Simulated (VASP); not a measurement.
# Sb (P-3m1) in VASP: relaxation of cell and atoms with PBE

Aim: the relaxation of cell and atoms of Sb with PBE.

All numbers are computed with VASP 6.6.1; they aren't measurements. Logs are shortened: lines on timing, memory, paths and dates and some standing lists are left out, and cuts for length are marked.

## 1. The cell of the first run

Symmetry: P-3m1, No. 164, trigonal system. Conventional cell: a = 4.252 Å, b = 4.252 Å, c = 9.706 Å, α = 90.00°, β = 90.00°, γ = 120.00°. Within 3.8 Å of Sb (site symmetry 3m) lie 3 Sb at 2.92 Å. Within 3.8 Å of Sb (site symmetry 3m) lie 6 Sb at 2.92 to 3.48 Å.

The cell was generated, and may not be a known phase.

## 2. Relaxation of cell and atoms, PBE

INCAR reads:

```
SYSTEM = Sb
PREC = Accurate
ENCUT = 600
EDIFF = 1E-6
ISMEAR = 0
SIGMA = 0.1
LREAL = .FALSE.
LASPH = .TRUE.
NELM = 60
ALGO = Fast
ISIF = 3
LWAVE = .FALSE.
LCHARG = .FALSE.
GGA = PE
IBRION = 2
NSW = 100
EDIFFG = -0.01
```

KPOINTS reads:

```
Automatic mesh
0
G
  12 12 6
  0 0 0
```

POSCAR reads:

```
Sb
1.0
    4.2524400684     -0.0000000289      0.0000000000
   -2.1262200092      3.6827211418      0.0000000000
    0.0000000000      0.0000000000      9.7057662000
Sb
4
Direct
    0.0000000000      0.0000000000      0.7892080000
    0.0000000000      0.0000000000      0.2107920000
    0.3333333333      0.6666666667      0.6269890000
    0.6666666667      0.3333333333      0.3730110000
```

Potentials or basis: VASP PAW PBE potentials, release 64 (Sb).

Command:

```sh
> cat potpaw_PBE.64/Sb/POTCAR > POTCAR
> mpirun -np 1 vasp_std > vasp.out
```

OUTCAR:

```text
SYSTEM = Sb
   PREC = Accurate
   ENCUT = 600
   EDIFF = 1E-6
   ISMEAR = 0
   LREAL = .FALSE.
   LASPH = .TRUE.
   NELM = 60
   ISIF = 3
   GGA = PE
   IBRION = 2
   NSW = 100
   EDIFFG = -0.01

 ion  position               nearest neighbor table
   1  0.000  0.000  0.789-   3 2.92   3 2.92   3 2.92
   2  0.000  0.000  0.211-   4 2.92   4 2.92   4 2.92
   3  0.333  0.667  0.627-   1 2.92   1 2.92   1 2.92   4 3.48   4 3.48   4 3.48
   4  0.667  0.333  0.373-   2 2.92   2 2.92   2 2.92   3 3.48   3 3.48   3 3.48

  LATTYP: Found a hexagonal cell.
 ALAT       =     4.2524400684
 C/A-ratio  =     2.2823992917

  Lattice vectors:

 A1 = (   4.2524400684,  -0.0000000289,   0.0000000000)
 A2 = (  -2.1262200092,   3.6827211418,   0.0000000000)
 A3 = (   0.0000000000,   0.0000000000,   9.7057662000)

Analysis of symmetry for initial positions (statically):
=====================================================================
 Subroutine PRICEL returns:
 Original cell was already a primitive cell.

 Routine SETGRP: Setting up the symmetry group for a
 hexagonal supercell.

 Subroutine GETGRP returns: Found 12 space group operations
 (whereof 12 operations were pure point group operations)
 out of a pool of 24 trial point group operations.

The static configuration has the point symmetry D_3d.

Analysis of symmetry for dynamics (positions and initial velocities):
=====================================================================
 Subroutine PRICEL returns:
 Original cell was already a primitive cell.

 Routine SETGRP: Setting up the symmetry group for a
 hexagonal supercell.

 Subroutine GETGRP returns: Found 12 space group operations
 (whereof 12 operations were pure point group operations)
 out of a pool of 24 trial point group operations.

The dynamic configuration has the point symmetry D_3d.

 Subroutine INISYM returns: Found 12 space group operations
 (whereof 12 operations are pure point group operations),
 and found     1 'primitive' translations

----------------------------------------------------------------------------------------

                                     Primitive cell

  volume of cell :     151.9976

  direct lattice vectors                    reciprocal lattice vectors
     4.252440068 -0.000000029  0.000000000     0.235159106  0.135769171  0.000000000
    -2.126220009  3.682721142  0.000000000     0.000000002  0.271538345  0.000000000
     0.000000000  0.000000000  9.705766200     0.000000000  0.000000000  0.103031536

  length of vectors
     4.252440068  4.252440068  9.705766200     0.271538345  0.271538345  0.103031536

  position of ions in fractional coordinates (direct lattice)
     0.000000000  0.000000000  0.789208000
     0.000000000  0.000000000  0.210792000
     0.333333333  0.666666667  0.626989000
     0.666666667  0.333333333  0.373011000

  ion indices of the primitive-cell ions
   primitive index   ion index
                 1           1
                 2           2
                 3           3
                 4           4

----------------------------------------------------------------------------------------

 KPOINTS: Automatic mesh

Automatic generation of k-mesh.
 Grid dimensions read from file:
 generate k-points for:   12   12    6

 Generating k-lattice:

  Cartesian coordinates                     Fractional coordinates (reciprocal lattice)
     0.019596592  0.011314098  0.000000000     0.083333333  0.000000000  0.000000000
     0.000000000  0.022628195  0.000000000     0.000000000  0.083333333  0.000000000
     0.000000000  0.000000000  0.017171923     0.000000000  0.000000000  0.166666667

  Length of vectors
     0.022628195  0.022628195  0.017171923

  Shift w.r.t. Gamma in fractional coordinates (k-lattice)
     0.000000000  0.000000000  0.000000000

 Subroutine IBZKPT returns following result:
 ===========================================

 Found    100 irreducible k-points:

 Following reciprocal coordinates:
            Coordinates               Weight
  0.000000  0.000000  0.000000      1.000000
  0.083333  0.000000  0.000000      6.000000
  0.166667  0.000000  0.000000      6.000000
  0.250000  0.000000  0.000000      6.000000
  0.333333  0.000000  0.000000      6.000000
  0.416667 -0.000000  0.000000      6.000000
[... 16 lines left out ...]
  0.166667  0.000000  0.166667      6.000000
  0.000000  0.166667  0.166667      6.000000
 [... further k-points ...]
   k-points           NKPTS =    100   k-points in BZ     NKDIM =    100   number of bands    NBANDS=     14
   number of dos      NEDOS =    301   number of ions     NIONS =      4
   total plane-waves  NPLWV = 103680
   dimension x,y,z NGX =    36 NGY =   36 NGZ =   80
   dimension x,y,z NGXF=    72 NGYF=   72 NGZF=  160
   ions per type =               4
   NGX,Y,Z   is equivalent  to a cutoff of  14.07, 14.07, 13.70 a.u.
   NGXF,Y,Z  is equivalent  to a cutoff of  28.15, 28.15, 27.41 a.u.
 SYSTEM =  Sb
   PREC   = accura    normal or accurate (medium, high low for compatibility)
   ISTART =      0    job   : 0-new  1-cont  2-samecut
   ICHARG =      2    charge: 1-file 2-atom 10-const
   ISPIN  =      1    spin polarized calculation?
   LNONCOLLINEAR =      F non collinear calculations
   LSORBIT =      F    spin-orbit coupling
   LASPH  =      T    aspherical Exc in radial PAW
   ENCUT  =  600.0 eV  44.10 Ry    6.64 a.u.   8.49  8.49 19.38*2*pi/ulx,y,z
   NELM   =     60;   NELMIN=  2; NELMDL= -5     # of ELM steps
   EDIFF  = 0.1E-05   stopping-criterion for ELM
   LREAL  =      F    real-space projection
   EDIFFG = -.1E-01   stopping-criterion for IOM
   NSW    =    100    number of steps for IOM
   IBRION =      2    ionic relax: 0-MD 1-quasi-New 2-CG
   NFREE  =      1    steps in history (QN), initial steepest desc. (CG)
   ISIF   =      3    stress and relaxation
   ISYM   =      2    0-nonsym 1-usesym 2-fastsym
   POTIM  = 0.5000    time-step for ionic-motion
   TEBEG  =    0.0;   TEEND  =   0.0 temperature during run
   PSTRESS=    0.0 pullay stress
   NELECT =      20.0000    total number of electrons
   NUPDOWN=      -1.0000    fix difference up-down
   EMIN   =  10.00;   EMAX   =-10.00  energy-range for DOS
   EFERMI =   0.00;   METHOD = LEGACY
   ISMEAR =     0;   SIGMA  =   0.10  broadening in eV -4-tet -1-fermi 0-gaus
   EFERMI_NEDOS =   21; number of points for ismear=-14 and -15
   IALGO  =     68    algorithm
   IMIX   =      4    mixing-type and parameters
     AMIX     =   0.40;   BMIX     =  1.00
     AMIX_MAG =   1.60;   BMIX_MAG =  1.00
  volume/ion in A,a.u.               =      38.00       256.43
  Fermi-wavevector in a.u.,A,eV,Ry     =   0.832669  1.573517  9.433438  0.693338
  Thomas-Fermi vector in A             =   1.945764
   LORBIT       =      0    0 simple, 1 ext, 2 COOP (PROOUT), +10 PAW based schemes
   GGA     = PE    functional components
   LHFCALC =     F    Hartree Fock is set to
   AEXX    =    0.0000 exact exchange contribution
   IVDW    =     0    specifies the selected vdW correction
   LEPSILON=     F    determine dielectric tensor
   LRPA    =     F    only Hartree local field effects (RPA)
 conjugate gradient relaxation of ions
 non-spin polarized calculation
 RMM-DIIS sequential band-by-band and
 Gauss-broadening in eV      SIGMA  =   0.10
  energy-cutoff  :      600.00
  volume of cell :      152.00
 maximum number of plane-waves:      5126
 NGX is ok and might be reduce to    36
   NGX = 17   NGY = 17   NGZ = 39

--------------------------------------- Ionic step        1  -------------------------------------------

 number of electron      20.0000001 magnetization

 Free energy of the ion-electron system (eV)
  ---------------------------------------------------
  ext. energy  EPLUGINS =         0.00000000
  ---------------------------------------------------
  free energy    TOTEN  =       -16.33156322 eV

  energy without entropy =      -16.32856177  energy(sigma->0) =      -16.33006250

------------------------ aborting loop because EDIFF is reached ----------------------------------------

  FORCE on cell =-STRESS in cart. coord.  units (eV):
  Direction    XX          YY          ZZ          XY          YZ          ZX
  --------------------------------------------------------------------------------------
  -------------------------------------------------------------------------------------
  Total        0.0581023      0.0581023      0.1272977     -0.0000000     -0.0000000     -0.0000000
  in kB        0.6124444      0.6124444      1.3418198     -0.0000000     -0.0000000     -0.0000000
  external PRESSURE =       0.8555695 kB  Pullay stress =       0.0000000 kB
[... 99 lines left out ...]
  energy  without entropy=      -16.3289195201  energy(sigma->0) =      -16.33039942

--------------------------------------- Ionic step        4  -------------------------------------------

 number of electron      20.0000001 magnetization

 Free energy of the ion-electron system (eV)
  ---------------------------------------------------
  ext. energy  EPLUGINS =         0.00000000
  ---------------------------------------------------
  free energy    TOTEN  =       -16.33197444 eV

  energy without entropy =      -16.32903951  energy(sigma->0) =      -16.33050698

 E-fermi :   5.0724     XC(G=0):  -8.3170

 val. band max:        5.0607523501   @ k =   0.0833   0.0833   0.0000
 cond. band min:       5.1202598492   @ k =   0.0000   0.0833   0.1667
 fundamental gap:      0.0595074991
 Fermi energy:         5.0723835066

 k-point     1 :       0.0000    0.0000    0.0000
  band No.  band energies     occupation
      1      -7.2272      2.00000
      2      -6.5861      2.00000
      3      -3.0367      2.00000
      4      -0.9914      2.00000
      5       2.7423      2.00000
      6       3.6812      2.00000
      7       3.6812      2.00000
      8       3.8692      2.00000
      9       3.8692      2.00000
     10       4.9124      1.97631
     11       5.3920      0.00001
     12       6.2016      0.00000
     13       6.2016      0.00000
     14       6.8105      0.00000
[... 375 lines left out ...]
 k-point    24 :       0.0000    0.1667    0.1667
  band No.  band energies     occupation
      1      -6.9453      2.00000
      2      -6.3403      2.00000
      3      -2.9255      2.00000
      4      -1.4505      2.00000
      5       1.8768      2.00000
      6       2.5982      2.00000
      7       3.0319      2.00000
      8       3.1891      2.00000
      9       3.5917      2.00000
     10       4.4446      2.00000
     11       5.9041      0.00000
     12       6.4929      0.00000
     13       6.7231      0.00000
     14       6.9406      0.00000

 [... further k-points ...]

------------------------ aborting loop because EDIFF is reached ----------------------------------------

  FORCE on cell =-STRESS in cart. coord.  units (eV):
  Direction    XX          YY          ZZ          XY          YZ          ZX
  --------------------------------------------------------------------------------------
  -------------------------------------------------------------------------------------
  Total       -0.0236637     -0.0236637     -0.0334988      0.0000000     -0.0000000     -0.0000000
  in kB       -0.2492646     -0.2492646     -0.3528639      0.0000000     -0.0000000     -0.0000000
  external PRESSURE =      -0.2837977 kB  Pullay stress =       0.0000000 kB
[... 19 lines left out ...]
  FREE ENERGIE OF THE ION-ELECTRON SYSTEM (eV)
  ---------------------------------------------------
  free  energy   TOTEN  =       -16.3319744413 eV

  energy  without entropy=      -16.3290395099  energy(sigma->0) =      -16.33050698

 reached required accuracy - stopping structural energy minimisation
```

Run time: 11 min. Hardware: 1 thread of Oxide Virtual Turin-like, shared host; peak memory 0.44 GiB.

Results:

```
Free energy                           : -16.3320 eV
Relaxed volume                        : 38.03 Å³/atom
Relaxed cell                          : a = 4.252 Å, b = 4.252 Å, c = 9.715 Å, α = 90.00°, β = 90.00°, γ = 120.00°
Space group after relaxing (to 0.1 Å) : P-3m1 (No. 164)
Energy gained by relaxing             : 0.1 meV/atom
Ionic steps                           : 4
Pressure after relaxing               : 0.0 GPa
Largest force after relaxing          : 0.007 eV/Å
Band gap on the k mesh                : zero (bands 10 and 11 overlap by 0.32 eV)
```

Forces in eV/Å, atoms in the order of the input:
```
Sb   0.000  0.000  0.007
Sb   0.000  0.000 -0.007
Sb   0.000  0.000 -0.007
Sb   0.000  0.000  0.007
```

The path:
| step | energy change (eV) | largest force (eV/Å) | pressure (GPa) | volume (Å³) |
| --- | --- | --- | --- | --- |
| 1 | 0.0000 | 0.0582 | 0.09 | 152.00 |
| 2 | -0.0003 | 0.0080 | -0.10 | 152.44 |
| 3 | -0.0003 | 0.0149 | -0.05 | 152.31 |
| 4 | -0.0004 | 0.0072 | -0.03 | 152.10 |

Final structure:
```yaml
crystal:
  lattice:
    - [4.25196, 0.00000, 0.00000]
    - [-2.12598, 3.68231, 0.00000]
    - [0.00000, 0.00000, 9.71458]
  atoms:
    - { symbol: Sb, position: [0.00000, 0.00000, 0.78950] }
    - { symbol: Sb, position: [0.00000, 0.00000, 0.21050] }
    - { symbol: Sb, position: [0.33333, 0.66667, 0.62668] }
    - { symbol: Sb, position: [0.66667, 0.33333, 0.37332] }
```

Levels at points of the mesh, in eV from the Fermi level:
```tsv
k point	band 6	band 7	band 8	band 9	band 10	band 11	band 12	band 13	band 14
(0.00, 0.00, 0.00)	-1.39	-1.39	-1.20	-1.20	-0.16	0.32	1.13	1.13	1.74
(0.50, 0.00, 0.00)	-3.49	-3.02	-2.47	-2.31	-1.78	0.41	0.90	1.52	1.55
(0.00, 0.00, 0.50)	-1.43	-1.38	-1.15	-1.15	-0.98	0.42	1.02	1.02	1.66
(0.50, 0.00, 0.50)	-3.35	-3.13	-2.99	-2.37	-1.38	0.13	0.95	1.67	1.75
```

Caveat: spin-orbit coupling is left out, which moves the levels of the heavy elements.

The gap in the log of VASP goes by the Fermi energy; the results here count the filled bands.